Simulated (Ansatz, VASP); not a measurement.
# SiC in VASP and in Ansatz

```xyz
2
Lattice="0.0000 2.2871 2.2871 2.2871 0.0000 2.2871 2.2871 2.2871 0.0000" Properties=species:S:1:pos:R:3 pbc="T T T"
Si    0.0000    0.0000    0.0000
C     3.4306    3.4306    3.4306
```

Change from the starting cell: strain +0.050 along x and y, +0.050 along z, atoms carried along.

Alike in both runs: task single point; functional r2SCAN; k mesh 10 × 10 × 10; occupations gaussian, width 0.05 eV; no spin polarisation.

|  | VASP | Ansatz |
| --- | --- | --- |
| version | VASP 6.6.1 | Ansatz 0.2.0 |
| potentials or method | VASP PAW PBE potentials, release 64 (Si, C), cutoff 520 eV | scalar-relativistic, plane waves, PAW |
| valence electrons in the cell | 8 | 8 |

Ansatz gave:

* gap on the k mesh at the Fermi level (eV): 1.79
* least direct gap on the mesh (eV): 4.84
* pressure (GPa): -24.9

Question: Estimate VASP's values.

Answer: gap on the k mesh at the Fermi level (eV): 1.80; least direct gap on the mesh (eV): 4.85; pressure (GPa): -25.0.

VASP's potentials were made for PBE, not for r2SCAN.
